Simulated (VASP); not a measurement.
HfN, 2 atoms in the cell. It takes space group Fm-3m (No. 225, cubic). Conventional cell: a = 4.502 Å, b = 4.502 Å, c = 4.502 Å, α = 90.00°, β = 90.00°, γ = 90.00°. Hf (site symmetry m-3m) has 6 N at 2.25 Å within 3.0 Å. Within 3.0 Å of N (site symmetry m-3m) lie 6 Hf at 2.25 Å. 

- Program: VASP 6.6.1
- Task: relaxation of cell and atoms
- Functional: PBEsol
- Potentials or basis: VASP PAW PBE potentials, release 64 (Hf_pv, N)
- Cutoff: 600 eV
- k mesh: 18 × 18 × 18
- Occupations: fermi-dirac, width 0.05 eV
- Spin: no spin polarisation
- Target pressure: 1 GPa
- Dipole correction: no
- Further INCAR settings: ALGO = Normal; EDIFF = 1e-06; IBRION = 2; EDIFFG = -0.002; NSW = 100; ISIF = 3

Potentials or basis: VASP PAW PBE potentials, release 64 (Hf_pv, N).

The run is started by

```bash
$ cat potpaw_PBE.64/Hf_pv/POTCAR potpaw_PBE.64/N/POTCAR > POTCAR
$ mpirun -np 1 vasp_std > vasp.out
```

Hardware: 1 thread of Intel(R) Xeon(R) Platinum 8259CL CPU @ 2.50GHz (Skylake/Cascade Lake), with other jobs on the host.

Problem. How long does it take, and how much memory?

Solution. It took 3.3 min on 1 thread of Intel(R) Xeon(R) Platinum 8259CL CPU @ 2.50GHz (Skylake/Cascade Lake) (shared host), peak memory 0.21 GiB. Counts: scf iterations 27, k points 195, ion steps 3.
